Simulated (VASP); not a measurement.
# MoS2: single point with RPBE+D3(BJ)

The system is MoS2.

```
Mo S
1.0
     3.14773    0.00000    0.00000
    -1.57387    2.72601    0.00000
     0.00000    0.00000   12.24129
Mo S
2 4
Direct
  0.66667 0.33333 0.75000
  0.33333 0.66667 0.25000
  0.66667 0.33333 0.37700
  0.33333 0.66667 0.87700
  0.66667 0.33333 0.12300
  0.33333 0.66667 0.62300
```

| Quantity | Value |
| --- | --- |
| Program | VASP 6.6.1 |
| Task | single point |
| Functional | RPBE |
| Dispersion | D3(BJ) |
| Potentials or basis | VASP PAW PBE potentials, release 64 (Mo_sv, S) |
| Cutoff | 520 eV |
| k mesh | 10 × 10 × 3 |
| Occupations | fermi-dirac, width 0.05 eV |
| Spin | no spin polarisation |

```
Pressure                   : -12.4 GPa
Largest force              : 0.216 eV/Å
Band gap on the k mesh     : 0.97 eV, indirect (least direct gap 1.92 eV)
Dispersion energy per atom : -1.982 eV
```

Forces on the atoms (eV/Å):
```
Mo   0.000  0.000  0.000
Mo   0.000  0.000  0.000
S    0.000  0.000 -0.216
S    0.000  0.000 -0.216
S    0.000  0.000  0.216
S    0.000  0.000  0.216
```

Stress tensor (GPa, compression positive):
```
-15.21   0.00   0.00
  0.00 -15.21   0.00
  0.00   0.00  -6.69
```

Levels at points of the mesh, in eV from the valence-band top:
```
           k point  band 24  band 25  band 26  band 27  band 28  band 29
(0.00, 0.00, 0.00)    -1.21    -1.17     0.00     2.14     2.14     2.17
(0.50, 0.00, 0.00)    -1.54    -1.43    -1.30     1.66     1.71     2.08
```

It took 46 s on 1 thread of AMD EPYC 9R45 (Zen 5), on a shared host, peak memory 0.24 GiB.

Caveat: the PAW data sets were made with another functional, which shifts forces and pressure a little. A k mesh can miss the band edges.
